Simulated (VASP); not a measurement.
A run of VASP 6.6.1 is set up as follows.

File INCAR:

```
SYSTEM = Re
PREC = Accurate
ENCUT = 520
EDIFF = 1E-7
ISMEAR = -1
SIGMA = 0.05
LREAL = .FALSE.
LASPH = .TRUE.
NELM = 100
ALGO = Normal
ISIF = 2
LWAVE = .FALSE.
LCHARG = .FALSE.
GGA = PE
NBANDS = 14
```

Contents of KPOINTS:

```
Automatic mesh
0
G
  18 18 10
  0 0 0
```

File POSCAR:

```
Re
1.0
    2.6029010724      0.0000000000      0.0000000000
   -1.3014505362      2.2541784522      0.0000000000
    0.0000000000      0.0000000000      4.1620000000
Re
2
Direct
    0.3333333333      0.6666666667      0.2500000000
    0.6666666667      0.3333333333      0.7500000000
```

Potentials or basis: VASP PAW PBE potentials, release 64 (Re).

The run is started by

```sh
$ cat potpaw_PBE.64/Re/POTCAR > POTCAR
$ mpirun -np 1 vasp_std > vasp.out
```

Estimate the band gap on the k mesh.

zero (band 7 reaches 12.62 eV, above the bottom of band 8 at 8.00 eV).

What does it give for the pressure?

116.9 GPa.

Stress tensor (GPa, compression positive):
```
114.07   0.00   0.00
  0.00 114.07   0.00
  0.00   0.00 122.67
```

Caveat: spin-orbit coupling is left out, which moves the levels of the heavy elements.
